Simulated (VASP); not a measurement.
# Ca (P6/mmm) in VASP: single point with PBE

Aim: the single point of Ca with PBE.

Program: VASP 6.6.1. These are calculated values, not measurements. Logs are shortened: lines on timing, memory, paths and dates and some standing lists are left out, and cuts for length are marked.

**1. The cell of the first run**

The structure is hexagonal, space group P6/mmm (No. 191). The conventional cell has a = 3.645 Å, b = 3.645 Å, c = 6.542 Å, α = 90.00°, β = 90.00°, γ = 120.00°. Within 4.8 Å of Ca (site symmetry 6/mmm) lie 6 Ca at 3.65 Å.

This isn't the form of Ca at room conditions, which is fcc.

**2. Single point, PBE**

INCAR reads:

```
SYSTEM = Ca
PREC = Accurate
ENCUT = 500
EDIFF = 1E-6
ISMEAR = -1
SIGMA = 0.15
LREAL = .FALSE.
LASPH = .TRUE.
NELM = 120
ALGO = Normal
ISIF = 2
LWAVE = .FALSE.
LCHARG = .FALSE.
GGA = PE
NBANDS = 11
GGA_COMPAT = .FALSE.
```

KPOINTS reads:

```
regular mesh
0
G
  7 7 4
  0 0 0
```

POSCAR reads:

```
Ca
1.0
    3.6451380000      0.0000000000      0.0000000000
   -1.8225690000      3.1567820000      0.0000000000
    0.0000000000      0.0000000000      6.5415020000
Ca
1
Direct
    0.0000000000      0.0000000000      0.5000000000
```

Potentials or basis: VASP PAW PBE potentials, release 64 (Ca_sv).

The run is started by

```bash
$ cat potpaw_PBE.64/Ca_sv/POTCAR > POTCAR
$ mpirun -np 1 vasp_std > vasp.out
```

OUTCAR:

```text
SYSTEM = Ca
   PREC = Accurate
   ENCUT = 500
   EDIFF = 1E-6
   ISMEAR = -1
   LREAL = .FALSE.
   LASPH = .TRUE.
   NELM = 120
   ISIF = 2
   GGA = PE

 ion  position               nearest neighbor table
   1  0.000  0.000  0.500-

  LATTYP: Found a hexagonal cell.
 ALAT       =     3.6451380000
 C/A-ratio  =     1.7945828114

  Lattice vectors:

 A1 = (   3.6451380000,   0.0000000000,   0.0000000000)
 A2 = (  -1.8225690000,   3.1567820000,   0.0000000000)
 A3 = (   0.0000000000,   0.0000000000,   6.5415020000)

Analysis of symmetry for initial positions (statically):
=====================================================================
 Subroutine PRICEL returns:
 Original cell was already a primitive cell.

 Routine SETGRP: Setting up the symmetry group for a
 hexagonal supercell.

 Subroutine GETGRP returns: Found 24 space group operations
 (whereof 24 operations were pure point group operations)
 out of a pool of 24 trial point group operations.

The static configuration has the point symmetry D_6h.

Analysis of symmetry for dynamics (positions and initial velocities):
=====================================================================
 Subroutine PRICEL returns:
 Original cell was already a primitive cell.

 Routine SETGRP: Setting up the symmetry group for a
 hexagonal supercell.

 Subroutine GETGRP returns: Found 24 space group operations
 (whereof 24 operations were pure point group operations)
 out of a pool of 24 trial point group operations.

The dynamic configuration has the point symmetry D_6h.

 Subroutine INISYM returns: Found 24 space group operations
 (whereof 24 operations are pure point group operations),
 and found     1 'primitive' translations

----------------------------------------------------------------------------------------

                                     Primitive cell

  volume of cell :      75.2724

  direct lattice vectors                    reciprocal lattice vectors
     3.645138000  0.000000000  0.000000000     0.274338036  0.158389144  0.000000000
    -1.822569000  3.156782000  0.000000000     0.000000000  0.316778289  0.000000000
     0.000000000  0.000000000  6.541502000     0.000000000  0.000000000  0.152870090

  length of vectors
     3.645138000  3.645137906  6.541502000     0.316778281  0.316778289  0.152870090

  position of ions in fractional coordinates (direct lattice)
     0.000000000  0.000000000  0.500000000

  ion indices of the primitive-cell ions
   primitive index   ion index
                 1           1

----------------------------------------------------------------------------------------

 KPOINTS: regular mesh

Automatic generation of k-mesh.
 Grid dimensions read from file:
 generate k-points for:    7    7    4

 Generating k-lattice:

  Cartesian coordinates                     Fractional coordinates (reciprocal lattice)
     0.039191148  0.022627021  0.000000000     0.142857143  0.000000000  0.000000000
     0.000000000  0.045254041  0.000000000     0.000000000  0.142857143  0.000000000
     0.000000000  0.000000000  0.038217523     0.000000000  0.000000000  0.250000000

  Length of vectors
     0.045254040  0.045254041  0.038217523

  Shift w.r.t. Gamma in fractional coordinates (k-lattice)
     0.000000000  0.000000000  0.000000000

 Subroutine IBZKPT returns following result:
 ===========================================

 Found     24 irreducible k-points:

 Following reciprocal coordinates:
            Coordinates               Weight
  0.000000  0.000000  0.000000      1.000000
  0.142857  0.000000  0.000000      6.000000
  0.285714  0.000000  0.000000      6.000000
  0.428571  0.000000  0.000000      6.000000
  0.142857  0.142857  0.000000      6.000000
  0.285714  0.142857  0.000000     12.000000
[... 16 lines left out ...]
  0.428571  0.142857  0.500000      6.000000
  0.285714  0.285714  0.500000      6.000000
   k-points           NKPTS =     24   k-points in BZ     NKDIM =     24   number of bands    NBANDS=     11
   number of dos      NEDOS =    301   number of ions     NIONS =      1
   total plane-waves  NPLWV =  37632
   dimension x,y,z NGX =    28 NGY =   28 NGZ =   48
   dimension x,y,z NGXF=    56 NGYF=   56 NGZF=   96
   ions per type =               1
   NGX,Y,Z   is equivalent  to a cutoff of  12.77, 12.77, 12.20 a.u.
   NGXF,Y,Z  is equivalent  to a cutoff of  25.54, 25.54, 24.40 a.u.
 SYSTEM =  Ca
   PREC   = accura    normal or accurate (medium, high low for compatibility)
   ISTART =      0    job   : 0-new  1-cont  2-samecut
   ICHARG =      2    charge: 1-file 2-atom 10-const
   ISPIN  =      1    spin polarized calculation?
   LNONCOLLINEAR =      F non collinear calculations
   LSORBIT =      F    spin-orbit coupling
   LASPH  =      T    aspherical Exc in radial PAW
   ENCUT  =  500.0 eV  36.75 Ry    6.06 a.u.   6.65  6.65 11.93*2*pi/ulx,y,z
   NELM   =    120;   NELMIN=  2; NELMDL= -5     # of ELM steps
   EDIFF  = 0.1E-05   stopping-criterion for ELM
   LREAL  =      F    real-space projection
   EDIFFG = 0.1E-04   stopping-criterion for IOM
   NSW    =      0    number of steps for IOM
   IBRION =     -1    ionic relax: 0-MD 1-quasi-New 2-CG
   NFREE  =      0    steps in history (QN), initial steepest desc. (CG)
   ISIF   =      2    stress and relaxation
   ISYM   =      2    0-nonsym 1-usesym 2-fastsym
   POTIM  = 0.5000    time-step for ionic-motion
   TEBEG  =    0.0;   TEEND  =   0.0 temperature during run
   PSTRESS=    0.0 pullay stress
   NELECT =      10.0000    total number of electrons
   NUPDOWN=      -1.0000    fix difference up-down
   EMIN   =  10.00;   EMAX   =-10.00  energy-range for DOS
   EFERMI =   0.00;   METHOD = LEGACY
   ISMEAR =    -1;   SIGMA  =   0.15  broadening in eV -4-tet -1-fermi 0-gaus
   EFERMI_NEDOS =   21; number of points for ismear=-14 and -15
   IALGO  =     38    algorithm
   IMIX   =      4    mixing-type and parameters
     AMIX     =   0.40;   BMIX     =  1.00
     AMIX_MAG =   1.60;   BMIX_MAG =  1.00
  volume/ion in A,a.u.               =      75.27       507.96
  Fermi-wavevector in a.u.,A,eV,Ry     =   0.835339  1.578562  9.494029  0.697791
  Thomas-Fermi vector in A             =   1.948881
   LORBIT       =      0    0 simple, 1 ext, 2 COOP (PROOUT), +10 PAW based schemes
   GGA     = PE    functional components
   LHFCALC =     F    Hartree Fock is set to
   AEXX    =    0.0000 exact exchange contribution
   IVDW    =     0    specifies the selected vdW correction
   LEPSILON=     F    determine dielectric tensor
   LRPA    =     F    only Hartree local field effects (RPA)
 non-spin polarized calculation
  energy-cutoff  :      500.00
  volume of cell :       75.27
 maximum number of plane-waves:      1944
 NGX is ok and might be reduce to    28
   NGX = 13   NGY = 13   NGZ = 23

 number of electron      10.0000000 magnetization

 number of electron       9.9999999 magnetization

 Free energy of the ion-electron system (eV)
  ---------------------------------------------------
  ext. energy  EPLUGINS =         0.00000000
  ---------------------------------------------------
  free energy    TOTEN  =        -1.21401194 eV

  energy without entropy =       -1.10350209  energy(sigma->0) =       -1.15875702

 E-fermi :   0.0181     XC(G=0):  -5.6736

 val. band max:       -0.0085696733   @ k =   0.1429   0.0000   0.2500
 cond. band min:       0.1030134163   @ k =   0.2857   0.0000   0.5000
 fundamental gap:      0.1115830896
 Fermi energy:         0.0181319169

 k-point     1 :       0.0000    0.0000    0.0000
  band No.  band energies     occupation
      1     -42.4109      2.00000
      2     -23.5066      2.00000
      3     -23.2422      2.00000
      4     -23.2422      2.00000
      5      -3.2629      2.00000
      6       0.4680      0.09493
      7       0.8196      0.00951
      8       2.2223      0.00000
      9       2.2223      0.00000
     10       3.4267      0.00000
     11       3.4267      0.00000

 k-point     2 :       0.1429    0.0000    0.0000
  band No.  band energies     occupation
      1     -42.4067      2.00000
      2     -23.5011      2.00000
      3     -23.2826      2.00000
      4     -23.2516      2.00000
      5      -2.8919      2.00000
      6       0.7275      0.01752
      7       0.8228      0.00931
      8       1.8601      0.00001
      9       2.5012      0.00000
     10       3.3422      0.00000
     11       3.5646      0.00000

 k-point     3 :       0.2857    0.0000    0.0000
  band No.  band energies     occupation
      1     -42.3971      2.00000
      2     -23.4888      2.00000
      3     -23.3721      2.00000
      4     -23.2726      2.00000
      5      -1.8817      1.99999
      6       0.8247      0.00920
      7       1.0592      0.00193
      8       1.5275      0.00009
      9       3.1609      0.00000
     10       3.2470      0.00000
     11       3.9890      0.00000

 k-point     4 :       0.4286    0.0000    0.0000
  band No.  band energies     occupation
      1     -42.3895      2.00000
      2     -23.4789      2.00000
      3     -23.4427      2.00000
      4     -23.2894      2.00000
      5      -0.6724      1.98016
      6       0.6626      0.02687
      7       0.8232      0.00929
      8       1.9639      0.00000
      9       3.0232      0.00000
     10       4.0695      0.00000
     11       4.5379      0.00000
[... 239 lines left out ...]
 k-point    22 :       0.2857    0.1429    0.5000
  band No.  band energies     occupation
      1     -42.3912      2.00000
      2     -23.4812      2.00000
      3     -23.4101      2.00000
      4     -23.3031      2.00000
      5      -0.8142      1.99225
      6       0.4844      0.08551
      7       0.8339      0.00866
      8       2.3154      0.00000
      9       2.6245      0.00000
     10       3.2763      0.00000
     11       3.9313      0.00000

 k-point    23 :       0.4286    0.1429    0.5000
  band No.  band energies     occupation
      1     -42.3873      2.00000
      2     -23.4763      2.00000
      3     -23.4397      2.00000
      4     -23.3171      2.00000
      5      -0.0802      1.31659
      6       0.7087      0.01984
      7       0.7731      0.01295
      8       2.3645      0.00000
      9       2.4215      0.00000
     10       3.7551      0.00000
     11       4.4855      0.00000

 k-point    24 :       0.2857    0.2857    0.5000
  band No.  band energies     occupation
      1     -42.3864      2.00000
      2     -23.4750      2.00000
      3     -23.4114      2.00000
      4     -23.3569      2.00000
      5       0.2677      0.31855
      6       0.5711      0.04889
      7       1.0294      0.00236
      8       1.8890      0.00001
      9       2.4738      0.00000
     10       4.1039      0.00000
     11       4.8119      0.00000

------------------------ aborting loop because EDIFF is reached ----------------------------------------

  FORCE on cell =-STRESS in cart. coord.  units (eV):
  Direction    XX          YY          ZZ          XY          YZ          ZX
  --------------------------------------------------------------------------------------
  -------------------------------------------------------------------------------------
  Total        0.8747526      0.8747525     -0.4211695      0.0000000      0.0000000      0.0000000
  in kB       18.6191469     18.6191456     -8.9646105      0.0000000      0.0000000      0.0000000
  external PRESSURE =       9.4245607 kB  Pullay stress =       0.0000000 kB

 VOLUME and BASIS-vectors are now :
 -----------------------------------------------------------------------------
  energy-cutoff  :      500.00
  volume of cell :       75.27
      direct lattice vectors                 reciprocal lattice vectors
     3.645138000  0.000000000  0.000000000     0.274338036  0.158389144  0.000000000
    -1.822569000  3.156782000  0.000000000     0.000000000  0.316778289  0.000000000
     0.000000000  0.000000000  6.541502000     0.000000000  0.000000000  0.152870090

 POSITION                                       TOTAL-FORCE (eV/Angst)
 -----------------------------------------------------------------------------------
      0.00000      0.00000      3.27075         0.000000      0.000000      0.000000
 -----------------------------------------------------------------------------------
    total drift:                               -0.000000     -0.000000      0.000000

  FREE ENERGIE OF THE ION-ELECTRON SYSTEM (eV)
  ---------------------------------------------------
  free  energy   TOTEN  =        -1.2140119438 eV

  energy  without entropy=       -1.1035020879  energy(sigma->0) =       -1.15875702
```

Wall time 14 s (1 thread of Intel Xeon Platinum 8259CL at 2.50GHz (Skylake/Cascade Lake), shared host); peak memory 0.18 GiB.

Results:

- Free energy: -1.2140 eV
- Pressure: 0.9 GPa
- Band gap on the k mesh: zero (bands 5 and 6 overlap by 0.85 eV)

The gap in the log of VASP goes by the Fermi energy; the results here count the filled bands.